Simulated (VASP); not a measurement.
# WSe2 (P6_3/mmc) in VASP: further runs

The runs below take WSe2 through single point, with PBE.

Everything below comes from runs of VASP 6.6.1. Logs are shortened: lines on timing, memory, paths and dates and some standing lists are left out, and cuts for length are marked.

### 1 The cell of the first run

It takes space group P6_3/mmc (No. 194, hexagonal). The conventional cell has a = 3.168 Å, b = 3.168 Å, c = 12.623 Å, α = 90.00°, β = 90.00°, γ = 120.00°. Within 3.3 Å of W (site symmetry -6m2) lie 6 Se at 2.50 Å and 6 W at 3.17 Å. Within 3.5 Å of Se (site symmetry 3m) lie 3 W at 2.50 Å and 10 Se at 3.17 to 3.43 Å.

### 2 Single point, PBE (strain -4.0%)

The input, INCAR:

```
ALGO     = Normal         # electronic algorithm
EDIFF    = 1E-6           # SCF threshold, eV
ENCUT    = 520            # plane-wave cutoff, eV
GGA      = PE             # functional
ISIF     = 2              # what is computed and relaxed
ISMEAR   = -1             # smearing method
LASPH    = T              # aspherical terms in the spheres
LCHARG   = F              # write CHGCAR
LREAL    = F              # projectors in reciprocal space
LWAVE    = F              # write WAVECAR
NBANDS   = 35             # bands
NELM     = 100            # most SCF steps
PREC     = Accurate       # precision mode
SIGMA    = 0.02           # smearing width, eV
```

The input, KPOINTS:

```
k-points
0
Gamma
  12 12 2
```

The input, POSCAR:

```
WSe2
1.0
    3.1676807483      0.0000000000      0.0000000000
   -1.5838403742      2.7432919991      0.0000000000
    0.0000000000      0.0000000000     12.6227528714
W Se
2 4
Direct
    0.3333333333      0.6666666667      0.2500000000
    0.6666666667      0.3333333333      0.7500000000
    0.6666666667      0.3333333333      0.3849008986
    0.6666666667      0.3333333333      0.1150991014
    0.3333333333      0.6666666667      0.8849008986
    0.3333333333      0.6666666667      0.6150991014
```

Potentials or basis: VASP PAW PBE potentials, release 64 (W_sv, Se).

The run is started by

```
cat potpaw_PBE.64/W_sv/POTCAR potpaw_PBE.64/Se/POTCAR > POTCAR
mpirun -np 1 vasp_std > vasp.out
```

OUTCAR:

```text
EDIFF = 1E-6
   ENCUT = 520
   GGA = PE
   ISIF = 2
   ISMEAR = -1
   LASPH = T
   LREAL = F
   NELM = 100
   PREC = Accurate

 ion  position               nearest neighbor table
   1  0.333  0.667  0.250-   3 2.50   4 2.50   3 2.50   4 2.50   3 2.50   4 2.50
   2  0.667  0.333  0.750-   5 2.50   6 2.50   5 2.50   6 2.50   5 2.50   6 2.50
   3  0.667  0.333  0.385-   1 2.50   1 2.50   1 2.50
   4  0.667  0.333  0.115-   1 2.50   1 2.50   1 2.50
   5  0.333  0.667  0.885-   2 2.50   2 2.50   2 2.50
   6  0.333  0.667  0.615-   2 2.50   2 2.50   2 2.50

  LATTYP: Found a hexagonal cell.
 ALAT       =     3.1676807483
 C/A-ratio  =     3.9848563900

  Lattice vectors:

 A1 = (   3.1676807483,   0.0000000000,   0.0000000000)
 A2 = (  -1.5838403742,   2.7432919991,   0.0000000000)
 A3 = (   0.0000000000,   0.0000000000,  12.6227528714)

Analysis of symmetry for initial positions (statically):
=====================================================================
 Subroutine PRICEL returns:
 Original cell was already a primitive cell.

 Routine SETGRP: Setting up the symmetry group for a
 hexagonal supercell.

 Subroutine GETGRP returns: Found 24 space group operations
 (whereof 12 operations were pure point group operations)
 out of a pool of 24 trial point group operations.

The static configuration has the point symmetry D_3d.
 The point group associated with its full space group is D_6h.

Analysis of symmetry for dynamics (positions and initial velocities):
=====================================================================
 Subroutine PRICEL returns:
 Original cell was already a primitive cell.

 Routine SETGRP: Setting up the symmetry group for a
 hexagonal supercell.

 Subroutine GETGRP returns: Found 24 space group operations
 (whereof 12 operations were pure point group operations)
 out of a pool of 24 trial point group operations.

The dynamic configuration has the point symmetry D_3d.
 The point group associated with its full space group is D_6h.

 Subroutine INISYM returns: Found 24 space group operations
 (whereof 12 operations are pure point group operations),
 and found     1 'primitive' translations

----------------------------------------------------------------------------------------

[... 94 lines left out ...]
   ISPIN  =      1    spin polarized calculation?
   LNONCOLLINEAR =      F non collinear calculations
   LSORBIT =      F    spin-orbit coupling
   LASPH  =      T    aspherical Exc in radial PAW
   ENCUT  =  520.0 eV  38.22 Ry    6.18 a.u.   5.89  5.89 23.47*2*pi/ulx,y,z
   NELM   =    100;   NELMIN=  2; NELMDL= -5     # of ELM steps
   EDIFF  = 0.1E-05   stopping-criterion for ELM
   LREAL  =      F    real-space projection
   EDIFFG = 0.1E-04   stopping-criterion for IOM
   NSW    =      0    number of steps for IOM
   IBRION =     -1    ionic relax: 0-MD 1-quasi-New 2-CG
   NFREE  =      0    steps in history (QN), initial steepest desc. (CG)
   ISIF   =      2    stress and relaxation
   ISYM   =      2    0-nonsym 1-usesym 2-fastsym
   POTIM  = 0.5000    time-step for ionic-motion
   TEBEG  =    0.0;   TEEND  =   0.0 temperature during run
   PSTRESS=    0.0 pullay stress
   NELECT =      52.0000    total number of electrons
   NUPDOWN=      -1.0000    fix difference up-down
   EMIN   =  10.00;   EMAX   =-10.00  energy-range for DOS
   EFERMI =   0.00;   METHOD = LEGACY
   ISMEAR =    -1;   SIGMA  =   0.02  broadening in eV -4-tet -1-fermi 0-gaus
   EFERMI_NEDOS =   21; number of points for ismear=-14 and -15
   IALGO  =     38    algorithm
   IMIX   =      4    mixing-type and parameters
     AMIX     =   0.40;   BMIX     =  1.00
     AMIX_MAG =   1.60;   BMIX_MAG =  1.00
  volume/ion in A,a.u.               =      18.28       123.37
  Fermi-wavevector in a.u.,A,eV,Ry     =   1.276498  2.412231 22.169971  1.629447
  Thomas-Fermi vector in A             =   2.409151
   LORBIT       =      0    0 simple, 1 ext, 2 COOP (PROOUT), +10 PAW based schemes
   GGA     = PE    functional components
   LHFCALC =     F    Hartree Fock is set to
   AEXX    =    0.0000 exact exchange contribution
   IVDW    =     0    specifies the selected vdW correction
   LEPSILON=     F    determine dielectric tensor
   LRPA    =     F    only Hartree local field effects (RPA)
 non-spin polarized calculation
  energy-cutoff  :      520.00
  volume of cell :      109.69
 maximum number of plane-waves:      2974
 NGX is ok and might be reduce to    24
   NGX = 11   NGY = 11   NGZ = 47

 number of electron      51.9999997 magnetization

 Free energy of the ion-electron system (eV)
  ---------------------------------------------------
  ext. energy  EPLUGINS =         0.00000000
  ---------------------------------------------------
  free energy    TOTEN  =       -42.56029367 eV

  energy without entropy =      -42.56029367  energy(sigma->0) =      -42.56029367

 E-fermi :   7.7887     XC(G=0): -11.3495

 val. band max:        7.3581894347   @ k =   0.0000   0.0000   0.0000
 cond. band min:       8.1946318938   @ k =   0.1667   0.1667   0.0000
 fundamental gap:      0.8364424591
 Fermi energy:         7.7887428405

 k-point     1 :       0.0000    0.0000    0.0000
  band No.  band energies     occupation
      1     -66.7108      2.00000
      2     -66.7108      2.00000
      3     -31.0573      2.00000
      4     -31.0573      2.00000
      5     -30.7997      2.00000
      6     -30.7997      2.00000
[... 901 lines left out ...]
     34      11.6804      0.00000
     35      13.1771      0.00000

 [... further k-points ...]
[... 5 lines left out ...]
  --------------------------------------------------------------------------------------
  -------------------------------------------------------------------------------------
  Total       11.0433538     11.0433538      7.4821466     -0.0000000      0.0000000      0.0000000
  in kB      161.3035954    161.3035954    109.2871930     -0.0000000      0.0000000      0.0000000
  external PRESSURE =     143.9647946 kB  Pullay stress =       0.0000000 kB

 VOLUME and BASIS-vectors are now :
 -----------------------------------------------------------------------------
  energy-cutoff  :      520.00
  volume of cell :      109.69
      direct lattice vectors                 reciprocal lattice vectors
     3.167680748  0.000000000  0.000000000     0.315688379  0.182262770  0.000000000
    -1.583840374  2.743291999  0.000000000     0.000000000  0.364525541  0.000000000
     0.000000000  0.000000000 12.622752871     0.000000000  0.000000000  0.079222022

 POSITION                                       TOTAL-FORCE (eV/Angst)
 -----------------------------------------------------------------------------------
     -0.00000      1.82886      3.15569         0.000000      0.000000      0.000000
      1.58384      0.91443      9.46706         0.000000     -0.000000      0.000000
      1.58384      0.91443      4.85851         0.000000     -0.000000      0.418564
      1.58384      0.91443      1.45287         0.000000      0.000000     -0.418564
     -0.00000      1.82886     11.16989        -0.000000     -0.000000      0.418564
     -0.00000      1.82886      7.76424        -0.000000      0.000000     -0.418564
 -----------------------------------------------------------------------------------
    total drift:                               -0.000000      0.000000     -0.000000

  FREE ENERGIE OF THE ION-ELECTRON SYSTEM (eV)
  ---------------------------------------------------
  free  energy   TOTEN  =       -42.5602936710 eV

  energy  without entropy=      -42.5602936710  energy(sigma->0) =      -42.56029367
```

Run time: 53 s. Hardware: 1 thread of Intel Xeon 6975P-C (Granite Rapids), shared host; peak memory 0.28 GiB.

Results:

```
Free energy            : -42.5603 eV
Pressure               : 14.4 GPa
Largest force          : 0.419 eV/Å
Band gap on the k mesh : 0.84 eV (least direct gap 1.61 eV)
```

Forces in eV/Å, atoms in the order of the input:
```
W    0.000  0.000  0.000
W    0.000  0.000  0.000
Se   0.000  0.000  0.419
Se   0.000  0.000 -0.419
Se   0.000  0.000  0.419
Se   0.000  0.000 -0.419
```

Levels at points of the mesh, in eV from the valence-band top:
```csv
k point,band 22,band 23,band 24,band 25,band 26,band 27,band 28,band 29,band 30,band 31
"(0.00, 0.00, 0.00)",-1.17,-1.09,-1.09,-0.95,0.00,3.07,3.07,3.08,3.08,3.16
"(0.50, 0.00, 0.00)",-2.60,-1.49,-1.35,-1.05,-0.64,2.43,2.74,2.79,3.11,3.14
"(0.00, 0.00, 0.50)",-1.13,-1.13,-1.13,-0.24,-0.24,3.06,3.06,3.06,3.06,3.29
"(0.50, 0.00, 0.50)",-2.80,-1.39,-1.39,-0.85,-0.85,2.76,2.76,2.81,2.81,3.62
```

Caveat: the cell differs from its parent crystal (strain -4.0%); the cell stands under pressure; spin-orbit coupling is left out, which moves the levels of the heavy elements; this functional lacks dispersion, which binds the layers, so the pressure and a relaxed spacing across them are unreliable. A k mesh can miss the band edges.

(Part 1 of 2 ends here.)
